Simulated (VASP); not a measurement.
# Al2O3 (R-3c) in VASP: a series of runs

Runs on Al2O3. Level: r2SCAN. Tasks: single point.

Program: VASP 6.6.1. These are calculated values, not measurements. Logs are shortened: lines on timing, memory, paths and dates and some standing lists are left out, and cuts for length are marked.

### 1 The cell of the first run

It takes space group R-3c (No. 167, trigonal). The conventional cell has a = 4.759 Å, b = 4.759 Å, c = 12.995 Å, α = 90.00°, β = 90.00°, γ = 120.00°. Within 2.5 Å of Al (site symmetry 3) lie 6 O at 1.86 to 1.97 Å. O (site symmetry 2) has 4 Al at 1.86 to 1.97 Å and 12 O at 2.53 to 2.87 Å within 2.9 Å.

### 2 Single point, r2SCAN

Contents of POSCAR:

```
Al2O3
1.0
    2.3793614130      1.3737249523      4.3315939890
   -2.3793614130      1.3737249523      4.3315939890
    0.0000000000     -2.7474499046      4.3315939890
Al O
4 6
Direct
    0.8519115234      0.8519115234      0.8519115234
    0.3519115234      0.3519115234      0.3519115234
    0.1480884766      0.1480884766      0.1480884766
    0.6480884766      0.6480884766      0.6480884766
    0.4436339007      0.0563660993      0.7500000000
    0.0563660993      0.7500000000      0.4436339007
    0.5563660993      0.9436339007      0.2500000000
    0.2500000000      0.5563660993      0.9436339007
    0.9436339007      0.2500000000      0.5563660993
    0.7500000000      0.4436339007      0.0563660993
```

Contents of INCAR.step1:

```
SYSTEM = Al2O3
  PREC = Accurate
  ENCUT = 520
  ISMEAR = 0
  SIGMA = 0.01
  LREAL = .FALSE.
  LASPH = .TRUE.
  NELM = 80
  NBANDS = 35
  GGA = PE
  ALGO = Normal
  EDIFF = 1E-4
  LWAVE = .TRUE.
  LCHARG = .FALSE.
```

Contents of INCAR.step2:

```
SYSTEM = Al2O3
  PREC = Accurate
  ENCUT = 520
  EDIFF = 1E-6
  ISMEAR = 0
  SIGMA = 0.01
  LREAL = .FALSE.
  LASPH = .TRUE.
  NELM = 80
  ALGO = Normal
  ISIF = 2
  LWAVE = .FALSE.
  LCHARG = .FALSE.
  METAGGA = R2SCAN
  LMIXTAU = .TRUE.
  NBANDS = 35
  ISTART = 1
```

Contents of KPOINTS:

```
regular mesh
0
G
  6 6 6
  0 0 0
```

Potentials or basis: VASP PAW PBE potentials, release 64 (Al, O).

Launch:

```
$ cat potpaw_PBE.64/Al/POTCAR potpaw_PBE.64/O/POTCAR > POTCAR
$ cp INCAR.step1 INCAR
$ mpirun -np 1 vasp_std > vasp.out
$ cp INCAR.step2 INCAR
$ mpirun -np 1 vasp_std > vasp.out
```

OUTCAR:

```text
SYSTEM = Al2O3
   PREC = Accurate
   ENCUT = 520
   EDIFF = 1E-6
   ISMEAR = 0
   LREAL = .FALSE.
   LASPH = .TRUE.
   NELM = 80
   ISIF = 2
   METAGGA = R2SCAN
   ISTART = 1

 ion  position               nearest neighbor table
   1  0.852  0.852  0.852-   8 1.86   7 1.86   9 1.86   5 1.97   6 1.97  10 1.97   4 2.65   3 2.79
                             3 2.79   3 2.79   4 3.22   4 3.22   4 3.22
   2  0.352  0.352  0.352-   6 1.86   5 1.86  10 1.86   7 1.97   9 1.97   8 1.97   3 2.65   4 2.79
                             4 2.79   4 2.79   3 3.22   3 3.22   3 3.22
   3  0.148  0.148  0.148-  10 1.86   5 1.86   6 1.86   7 1.97   9 1.97   8 1.97   2 2.65   1 2.79
                             1 2.79   1 2.79   2 3.22   2 3.22   2 3.22
   4  0.648  0.648  0.648-   9 1.86   7 1.86   8 1.86   5 1.97   6 1.97  10 1.97   1 2.65   2 2.79
                             2 2.79   2 2.79   1 3.22   1 3.22   1 3.22
   5  0.444  0.056  0.750-   2 1.86   3 1.86   1 1.97   4 1.97
   6  0.056  0.750  0.444-   2 1.86   3 1.86   1 1.97   4 1.97
   7  0.556  0.944  0.250-   1 1.86   4 1.86   3 1.97   2 1.97
   8  0.250  0.556  0.944-   1 1.86   4 1.86   3 1.97   2 1.97
   9  0.944  0.250  0.556-   4 1.86   1 1.86   3 1.97   2 1.97
  10  0.750  0.444  0.056-   3 1.86   2 1.86   1 1.97   4 1.97

  LATTYP: Found a trigonal (rhomboedric) cell.
 ALAT       =     5.1294431924
 COS(alpha) =     0.5696613282

  Lattice vectors:

 A1 = (   2.3793614130,   1.3737249523,   4.3315939890)
 A2 = (  -2.3793614130,   1.3737249523,   4.3315939890)
 A3 = (   0.0000000000,  -2.7474499046,   4.3315939890)

Analysis of symmetry for initial positions (statically):
=====================================================================
 Subroutine PRICEL returns:
 Original cell was already a primitive cell.

 Routine SETGRP: Setting up the symmetry group for a
 trigonal (rhombohedral) supercell.

 Subroutine GETGRP returns: Found 12 space group operations
 (whereof  6 operations were pure point group operations)
 out of a pool of 12 trial point group operations.

The static configuration has the point symmetry S_6 .
 The point group associated with its full space group is D_3d.

Analysis of symmetry for dynamics (positions and initial velocities):
=====================================================================
 Subroutine PRICEL returns:
 Original cell was already a primitive cell.

 Routine SETGRP: Setting up the symmetry group for a
 trigonal (rhombohedral) supercell.

 Subroutine GETGRP returns: Found 12 space group operations
 (whereof  6 operations were pure point group operations)
 out of a pool of 12 trial point group operations.

The dynamic configuration has the point symmetry S_6 .
 The point group associated with its full space group is D_3d.

 Subroutine INISYM returns: Found 12 space group operations
 (whereof  6 operations are pure point group operations),
 and found     1 'primitive' translations

----------------------------------------------------------------------------------------

                                     Primitive cell

  volume of cell :      84.9492

  direct lattice vectors                    reciprocal lattice vectors
     2.379361413  1.373724952  4.331593989     0.210140417  0.121324626  0.076953965
    -2.379361413  1.373724952  4.331593989    -0.210140417  0.121324626  0.076953965
     0.000000000 -2.747449905  4.331593989     0.000000000 -0.242649253  0.076953965

  length of vectors
     5.129443192  5.129443192  5.129443192     0.254559566  0.254559566  0.254559566

  position of ions in fractional coordinates (direct lattice)
     0.851911523  0.851911523  0.851911523
     0.351911523  0.351911523  0.351911523
     0.148088477  0.148088477  0.148088477
     0.648088477  0.648088477  0.648088477
     0.443633901  0.056366099  0.750000000
     0.056366099  0.750000000  0.443633901
     0.556366099  0.943633901  0.250000000
     0.250000000  0.556366099  0.943633901
     0.943633901  0.250000000  0.556366099
     0.750000000  0.443633901  0.056366099

  ion indices of the primitive-cell ions
   primitive index   ion index
                 1           1
                 2           2
                 3           3
                 4           4
                 5           5
                 6           6
                 7           7
                 8           8
                 9           9
                10          10

----------------------------------------------------------------------------------------

 KPOINTS: regular mesh

Automatic generation of k-mesh.
 Grid dimensions read from file:
 generate k-points for:    6    6    6

 Generating k-lattice:

  Cartesian coordinates                     Fractional coordinates (reciprocal lattice)
     0.035023403  0.020220771  0.012825661     0.166666667  0.000000000  0.000000000
    -0.035023403  0.020220771  0.012825661     0.000000000  0.166666667  0.000000000
     0.000000000 -0.040441542  0.012825661     0.000000000  0.000000000  0.166666667

  Length of vectors
     0.042426594  0.042426594  0.042426594

  Shift w.r.t. Gamma in fractional coordinates (k-lattice)
     0.000000000  0.000000000  0.000000000

 Subroutine IBZKPT returns following result:
 ===========================================

 Found     32 irreducible k-points:

 Following reciprocal coordinates:
            Coordinates               Weight
  0.000000  0.000000  0.000000      1.000000
  0.166667 -0.000000 -0.000000      6.000000
  0.333333 -0.000000  0.000000      6.000000
  0.500000  0.000000  0.000000      3.000000
  0.166667  0.166667 -0.000000      6.000000
  0.333333  0.166667  0.000000     12.000000
[... 16 lines left out ...]
  0.500000  0.500000  0.166667      6.000000
 -0.333333  0.500000  0.166667     12.000000
 [... further k-points ...]
   k-points           NKPTS =     32   k-points in BZ     NKDIM =     32   number of bands    NBANDS=     35
   number of dos      NEDOS =    301   number of ions     NIONS =     10
   total plane-waves  NPLWV =  64000
   dimension x,y,z NGX =    40 NGY =   40 NGZ =   40
   dimension x,y,z NGXF=    80 NGYF=   80 NGZF=   80
   ions per type =               4   6
   NGX,Y,Z   is equivalent  to a cutoff of  12.96, 12.96, 12.96 a.u.
   NGXF,Y,Z  is equivalent  to a cutoff of  25.93, 25.93, 25.93 a.u.
 SYSTEM =  Al2O3
   PREC   = accura    normal or accurate (medium, high low for compatibility)
   ISTART =      1    job   : 0-new  1-cont  2-samecut
   ICHARG =      0    charge: 1-file 2-atom 10-const
   ISPIN  =      1    spin polarized calculation?
   LNONCOLLINEAR =      F non collinear calculations
   LSORBIT =      F    spin-orbit coupling
   LASPH  =      T    aspherical Exc in radial PAW
   ENCUT  =  520.0 eV  38.22 Ry    6.18 a.u.   9.54  9.54  9.54*2*pi/ulx,y,z
   NELM   =     80;   NELMIN=  2; NELMDL=  0     # of ELM steps
   EDIFF  = 0.1E-05   stopping-criterion for ELM
   LREAL  =      F    real-space projection
[... 7 lines left out ...]
   TEBEG  =    0.0;   TEEND  =   0.0 temperature during run
   PSTRESS=    0.0 pullay stress
   NELECT =      48.0000    total number of electrons
   NUPDOWN=      -1.0000    fix difference up-down
   EMIN   =  10.00;   EMAX   =-10.00  energy-range for DOS
   EFERMI =   0.00;   METHOD = LEGACY
   ISMEAR =     0;   SIGMA  =   0.01  broadening in eV -4-tet -1-fermi 0-gaus
   EFERMI_NEDOS =   21; number of points for ismear=-14 and -15
   IALGO  =     38    algorithm
   IMIX   =      4    mixing-type and parameters
     AMIX     =   0.40;   BMIX     =  1.00
     AMIX_MAG =   1.60;   BMIX_MAG =  1.00
  volume/ion in A,a.u.               =       8.49        57.33
  Fermi-wavevector in a.u.,A,eV,Ry     =   1.353429  2.557610 24.922749  1.831770
  Thomas-Fermi vector in A             =   2.480685
   LORBIT       =      0    0 simple, 1 ext, 2 COOP (PROOUT), +10 PAW based schemes
   METAGGA = R2SCAN    functional components
   LHFCALC =     F    Hartree Fock is set to
   AEXX    =    0.0000 exact exchange contribution
   IVDW    =     0    specifies the selected vdW correction
   LEPSILON=     F    determine dielectric tensor
   LRPA    =     F    only Hartree local field effects (RPA)
 non-spin polarized calculation
 Gauss-broadening in eV      SIGMA  =   0.01
  energy-cutoff  :      520.00
  volume of cell :       84.95
 maximum number of plane-waves:      2308
 NGX is ok and might be reduce to    40
   NGX = 19   NGY = 19   NGZ = 19

 number of electron      48.0000013 magnetization

 Free energy of the ion-electron system (eV)
  ---------------------------------------------------
  ext. energy  EPLUGINS =         0.00000000
  ---------------------------------------------------
  free energy    TOTEN  =       -96.26962283 eV

  energy without entropy =      -96.26962283  energy(sigma->0) =      -96.26962283

 E-fermi :   5.8431     XC(G=0): -12.2312

 val. band max:        5.7407117101   @ k =   0.0000   0.0000   0.0000
 cond. band min:      12.8968916149   @ k =   0.0000   0.0000   0.0000
 fundamental gap:      7.1561799049
 Fermi energy:         5.8430811794

 k-point     1 :       0.0000    0.0000    0.0000
  band No.  band energies     occupation
      1     -14.4647      2.00000
      2     -12.1731      2.00000
      3     -11.8973      2.00000
      4     -11.8973      2.00000
      5     -11.5883      2.00000
      6     -11.5883      2.00000
[... 27 lines left out ...]
     34      20.6497      0.00000
     35      21.5900      0.00000

 k-point     2 :       0.1667   -0.0000   -0.0000
  band No.  band energies     occupation
      1     -14.3216      2.00000
      2     -12.2445      2.00000
      3     -11.9746      2.00000
      4     -11.9241      2.00000
      5     -11.6537      2.00000
      6     -11.5979      2.00000
[... 27 lines left out ...]
     34      19.8976      0.00000
     35      21.2365      0.00000
[... 796 lines left out ...]
     34      20.2332      0.00000
     35      20.6680      0.00000

 k-point    24 :      -0.3333    0.5000    0.1667
  band No.  band energies     occupation
      1     -13.1733      2.00000
      2     -12.8056      2.00000
      3     -12.5522      2.00000
      4     -12.3391      2.00000
      5     -11.7666      2.00000
      6     -11.5651      2.00000
[... 27 lines left out ...]
     34      20.2608      0.00000
     35      20.4571      0.00000

 [... further k-points ...]

------------------------ aborting loop because EDIFF is reached ----------------------------------------

  FORCE on cell =-STRESS in cart. coord.  units (eV):
  Direction    XX          YY          ZZ          XY          YZ          ZX
  --------------------------------------------------------------------------------------
  -------------------------------------------------------------------------------------
  Total       -0.2346995     -0.2346995     -0.2816643      0.0000000      0.0000000      0.0000000
  in kB       -4.4265319     -4.4265319     -5.3123068      0.0000000      0.0000000      0.0000000
  external PRESSURE =      -4.7217902 kB  Pullay stress =       0.0000000 kB

 VOLUME and BASIS-vectors are now :
 -----------------------------------------------------------------------------
  energy-cutoff  :      520.00
  volume of cell :       84.95
      direct lattice vectors                 reciprocal lattice vectors
     2.379361413  1.373724952  4.331593989     0.210140417  0.121324626  0.076953965
    -2.379361413  1.373724952  4.331593989    -0.210140417  0.121324626  0.076953965
     0.000000000 -2.747449905  4.331593989     0.000000000 -0.242649253  0.076953965

 POSITION                                       TOTAL-FORCE (eV/Angst)
 -----------------------------------------------------------------------------------
      0.00000      0.00000     11.07040         0.000000      0.000000     -0.018901
      0.00000      0.00000      4.57301         0.000000     -0.000000     -0.018901
      0.00000      0.00000      1.92438         0.000000      0.000000      0.018901
      0.00000      0.00000      8.42177         0.000000     -0.000000      0.018901
      0.92145     -1.37372      5.41449         0.012542     -0.000000      0.000000
     -1.65041     -0.11114      5.41449        -0.006271     -0.010862      0.000000
     -0.92145      1.37372      7.58029        -0.012542      0.000000     -0.000000
     -0.72896     -1.48486      7.58029         0.006271     -0.010862      0.000000
      1.65041      0.11114      7.58029         0.006271      0.010862      0.000000
      0.72896      1.48486      5.41449        -0.006271      0.010862      0.000000
 -----------------------------------------------------------------------------------
    total drift:                                0.000000     -0.000000     -0.000000

  FREE ENERGIE OF THE ION-ELECTRON SYSTEM (eV)
  ---------------------------------------------------
  free  energy   TOTEN  =       -96.2696228289 eV

  energy  without entropy=      -96.2696228289  energy(sigma->0) =      -96.26962283
```

Run time: 3.7 min. Hardware: 1 thread of Intel Xeon Platinum 8488C (Sapphire Rapids), shared host; peak memory 0.28 GiB.

Results:

```
Free energy            : -96.2696 eV
Pressure               : -0.5 GPa
Largest force          : 0.019 eV/Å
Band gap on the k mesh : 7.16 eV
```

Forces on the atoms (eV/Å):
```
Al   0.000  0.000 -0.019
Al   0.000  0.000 -0.019
Al   0.000  0.000  0.019
Al   0.000  0.000  0.019
O    0.013  0.000  0.000
O   -0.006 -0.011  0.000
O   -0.013  0.000  0.000
O    0.006 -0.011  0.000
O    0.006  0.011  0.000
O   -0.006  0.011  0.000
```

Stress tensor (GPa, compression positive):
```
-0.44  0.00  0.00
 0.00 -0.44  0.00
 0.00  0.00 -0.53
```

Levels at points of the mesh, in eV from the valence-band top:
| k point | band 22 | band 23 | band 24 | band 25 | band 26 | band 27 |
| --- | --- | --- | --- | --- | --- | --- |
| (0.00, 0.00, 0.00) | -0.05 | -0.05 | 0.00 | 7.16 | 10.12 | 11.95 |
| (0.50, 0.00, 0.00) | -0.93 | -0.29 | -0.29 | 10.43 | 10.43 | 10.71 |
| (0.50, 0.50, 0.00) | -0.92 | -0.78 | -0.27 | 10.59 | 10.79 | 10.91 |
| (0.50, 0.50, 0.50) | -0.40 | -0.40 | -0.40 | 9.63 | 9.63 | 12.17 |

Caveat: the PAW data sets were made with another functional, which shifts forces and pressure a little. A k mesh can miss the band edges.

### 3 Single point, r2SCAN (8.75 Å³/atom)

This run uses another cell than the first one, of 8.75 Å³/atom.

Changes to POSCAR since step 2:

```diff
@@ -2,5 +2,5 @@
 1.0
-    2.3793614130      1.3737249523      4.3315939890
-   -2.3793614130      1.3737249523      4.3315939890
-    0.0000000000     -2.7474499046      4.3315939890
+    2.4029209790      1.3873270741      4.3744838475
+   -2.4029209790      1.3873270741      4.3744838475
+    0.0000000000     -2.7746541482      4.3744838475
 Al O
```

Contents of INCAR.step1:

```
PREC = Accurate
ENCUT = 520
ISMEAR = 0
SIGMA = 0.01
LREAL = False
LASPH = True
NELM = 80
NBANDS = 35
GGA = PE
ALGO = Normal
EDIFF = 1E-4
LWAVE = True
LCHARG = False
```

Contents of INCAR.step2:

```
PREC = Accurate
ENCUT = 520
EDIFF = 1E-6
ISMEAR = 0
SIGMA = 0.01
LREAL = False
LASPH = True
NELM = 80
ALGO = Normal
ISIF = 2
LWAVE = False
LCHARG = False
METAGGA = R2SCAN
LMIXTAU = True
NBANDS = 35
ISTART = 1
```

Contents of KPOINTS:

```
Automatic mesh
0
Gamma
  6 6 6
```

Potentials or basis: VASP PAW PBE potentials, release 64 (Al, O).

Launch:

```
$ cat potpaw_PBE.64/Al/POTCAR potpaw_PBE.64/O/POTCAR > POTCAR
$ cp INCAR.step1 INCAR
$ mpirun -np 1 vasp_std > vasp.out
$ cp INCAR.step2 INCAR
$ mpirun -np 1 vasp_std > vasp.out
```

Wall time 4.5 min (1 thread of Intel Xeon Platinum 8488C (Sapphire Rapids), shared host); peak memory 0.27 GiB.

Results (log left out):

- Free energy: -96.2071 eV
- Pressure: -7.7 GPa
- Largest force: 0.046 eV/Å
- Band gap on the k mesh: 6.77 eV

Forces in eV/Å, atoms in the order of the input:
```
Al   0.000  0.000 -0.001
Al   0.000  0.000 -0.001
Al   0.000  0.000  0.001
Al   0.000  0.000  0.001
O    0.046  0.000  0.000
O   -0.023 -0.040  0.000
O   -0.046  0.000  0.000
O    0.023 -0.040  0.000
O    0.023  0.040  0.000
O   -0.023  0.040  0.000
```

Stress tensor (GPa, compression positive):
```
-7.81  0.00  0.00
 0.00 -7.81  0.00
 0.00  0.00 -7.38
```

Levels at points of the mesh, in eV from the valence-band top:
```tsv
k point	band 20	band 21	band 22	band 23	band 24	band 25	band 26	band 27	band 28	band 29
(0.00, 0.00, 0.00)	-0.49	-0.49	-0.04	-0.04	0.00	6.77	9.88	11.56	12.31	12.31
(0.50, 0.00, 0.00)	-1.31	-0.89	-0.89	-0.27	-0.27	10.12	10.12	10.38	10.38	12.60
(0.50, 0.50, 0.00)	-1.28	-1.00	-0.89	-0.74	-0.25	10.40	10.44	10.59	11.16	11.95
(0.50, 0.50, 0.50)	-1.97	-0.37	-0.37	-0.37	-0.37	9.30	9.30	11.91	11.91	13.27
```

Caveat: the cell stands under tension; the PAW data sets were made with another functional, which shifts forces and pressure a little.

### 4 Single point, r2SCAN (9.00 Å³/atom)

This run uses another cell than the first one, of 9.00 Å³/atom.

Changes to POSCAR since step 3:

```diff
@@ -2,5 +2,5 @@
 1.0
-    2.4029209790      1.3873270741      4.3744838475
-   -2.4029209790      1.3873270741      4.3744838475
-    0.0000000000     -2.7746541482      4.3744838475
+    2.4260274059      1.4006675759      4.4165487727
+   -2.4260274059      1.4006675759      4.4165487727
+    0.0000000000     -2.8013351517      4.4165487727
 Al O
```

Contents of INCAR.step1:

```
PREC = Accurate
ENCUT = 520
ISMEAR = 0
SIGMA = 0.01
LREAL = F
LASPH = T
NELM = 100
NBANDS = 35
GGA = PE
ALGO = Normal
EDIFF = 1E-4
LWAVE = T
LCHARG = F
```

Contents of INCAR.step2:

```
PREC = Accurate
ENCUT = 520
EDIFF = 1E-7
ISMEAR = 0
SIGMA = 0.01
LREAL = F
LASPH = T
NELM = 100
ALGO = Normal
ISIF = 2
LWAVE = F
LCHARG = F
METAGGA = R2SCAN
LMIXTAU = T
NBANDS = 35
ISTART = 1
```

Contents of KPOINTS:

```
regular mesh
0
Gamma
  6 6 6
```

Launch:

```
$ cat potpaw_PBE.64/Al/POTCAR potpaw_PBE.64/O/POTCAR > POTCAR
$ cp INCAR.step1 INCAR
$ mpirun -np 1 vasp_std > vasp.out
$ cp INCAR.step2 INCAR
$ mpirun -np 1 vasp_std > vasp.out
```

Wall time 4.8 min (1 thread of Intel Xeon Platinum 8488C (Sapphire Rapids), shared host); peak memory 0.28 GiB.

The run converged. Its results:

```
Free energy            : -96.0381 eV
Pressure               : -13.9 GPa
Largest force          : 0.076 eV/Å
Band gap on the k mesh : 6.41 eV
```

Forces in eV/Å, atoms in the order of the input:
```
Al   0.000  0.000  0.015
Al   0.000  0.000  0.015
Al   0.000  0.000 -0.015
Al   0.000  0.000 -0.015
O    0.076  0.000  0.000
O   -0.038 -0.066  0.000
O   -0.076  0.000  0.000
O    0.038 -0.066  0.000
O    0.038  0.066  0.000
O   -0.038  0.066  0.000
```

Stress tensor (GPa, compression positive):
```
-14.18   0.00   0.00
  0.00 -14.18   0.00
  0.00   0.00 -13.29
```

Levels at points of the mesh, in eV from the valence-band top:
```tsv
k point	band 21	band 22	band 23	band 24	band 25	band 26	band 27	band 28
(0.00, 0.00, 0.00)	-0.46	-0.04	-0.04	0.00	6.41	9.65	11.18	12.05
(0.50, 0.00, 0.00)	-0.84	-0.84	-0.25	-0.25	9.78	9.78	10.10	10.10
(0.50, 0.50, 0.00)	-0.96	-0.86	-0.70	-0.23	10.03	10.28	10.29	10.88
(0.50, 0.50, 0.50)	-0.35	-0.35	-0.35	-0.35	8.98	8.98	11.66	11.66
```

Caveat: the cell stands under tension; the PAW data sets were made with another functional, which shifts forces and pressure a little.

### 5 Overview

| cell | gap on the mesh (eV) | pressure (GPa) | largest force (eV/Å) |
| --- | --- | --- | --- |
| a = 5.129 Å, angles 55.3°, 10 atoms | 7.16 | -0.5 | 0.02 |
| a = 5.180 Å, angles 55.3°, 10 atoms | 6.77 | -7.7 | 0.05 |
| a = 5.230 Å, angles 55.3°, 10 atoms | 6.41 | -13.9 | 0.08 |

Alike in all rows: task single point; level r2SCAN; potentials or basis VASP PAW PBE potentials, release 64 (Al, O); no spin polarisation; k mesh 6 × 6 × 6; cutoff (eV) 520; smearing gaussian 0.01 eV.

Caveats: the PAW data sets were made with another functional, which shifts forces and pressure a little; the cell stands under tension (at least some runs).

Absolute energies hang on the potentials; compare differences alone.
